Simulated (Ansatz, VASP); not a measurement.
**One calculation of NaI, two programs**

```
Na I
1.0
     4.61612    0.00000    0.00000
     2.30806    3.99767    0.00000
     2.30806    1.33256    3.76904
Na I
1 1
Direct
  0.00000 0.00000 0.00000
  0.50000 0.50000 0.50000
```

Alike in both runs: functional PBE; k mesh 6 × 6 × 6; no spin polarisation.

Ansatz relaxed the structure, and its values are those at the end. VASP's run is a single point on that final structure, the one shown.

|  | VASP | Ansatz |
| --- | --- | --- |
| version | VASP 6.6.1 | Ansatz 0.2.0 |
| potentials or method | VASP PAW PBE potentials, release 64 (Na_pv, I), cutoff 500 eV | plane waves, PAW |
| occupations | gaussian, width 0.01 eV | fixed |
| valence electrons in the cell | 14 | 26 |

|  | VASP | Ansatz | Ansatz less VASP |
| --- | --- | --- | --- |
| pressure (GPa) | 0.0 | 0.0 | 0.00 |

VASP's potentials hold 14 valence electrons a cell and Ansatz's 26, so a difference there can come from the potentials and not from the codes.

Neither program's run includes spin-orbit coupling.
